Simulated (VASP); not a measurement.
Write the native input for VASP 6.6.1 that does the following.

```
Task                   : single point
Functional             : PBE
Potentials or basis    : VASP PAW PBE potentials, release 64 (Cs_sv, O, Ge_d)
Cutoff                 : 520 eV
k mesh                 : 4 × 4 × 4
Occupations            : fermi-dirac, width 0.1 eV
Spin                   : no spin polarisation
Dipole correction      : no
Further INCAR settings : ALGO = Normal; EDIFF = 1e-07; NBANDS = 32
```

The structure of Cs3GeO lies in POSCAR:

```
Cs3GeO
1.0
    5.3376710000      0.0000000000      0.0000000000
    0.0000000000      5.3376710000      0.0000000000
    0.0000000000      0.0000000000      5.3376710000
Cs O Ge
3 1 1
Direct
    0.5000000000      0.0000000000      0.5000000000
    0.0000000000      0.5000000000      0.5000000000
    0.5000000000      0.5000000000      0.0000000000
    0.5000000000      0.5000000000      0.5000000000
    0.0000000000      0.0000000000      0.0000000000
```

These files were run (other wordings do the same):

INCAR

```
SYSTEM = Cs3GeO
PREC = Accurate ; ENCUT = 520
EDIFF = 1E-7 ; ISMEAR = -1
SIGMA = 0.1 ; LREAL = .FALSE.
LASPH = .TRUE. ; NELM = 100
ALGO = Normal ; ISIF = 2
LWAVE = .FALSE. ; LCHARG = .FALSE.
GGA = PE ; NBANDS = 32
```

KPOINTS

```
Automatic mesh
0
G
  4 4 4
  0 0 0
```

Potentials or basis: VASP PAW PBE potentials, release 64 (Cs_sv, O, Ge_d).

The run is started by

```bash
$ cat potpaw_PBE.64/Cs_sv/POTCAR potpaw_PBE.64/O/POTCAR potpaw_PBE.64/Ge_d/POTCAR > POTCAR
$ mpirun -np 1 vasp_std > vasp.out
```

Results of the run:

| Item | Value |
| --- | --- |
| Pressure | 7.8 GPa |

Caveat: an odd number of electrons without spin polarisation forces a metal; a magnetic or distorted state may lie lower.

Run time: 29 s on 1 thread of Intel(R) Xeon(R) 6975P-C (Granite Rapids), on a shared host, peak memory 0.26 GiB.
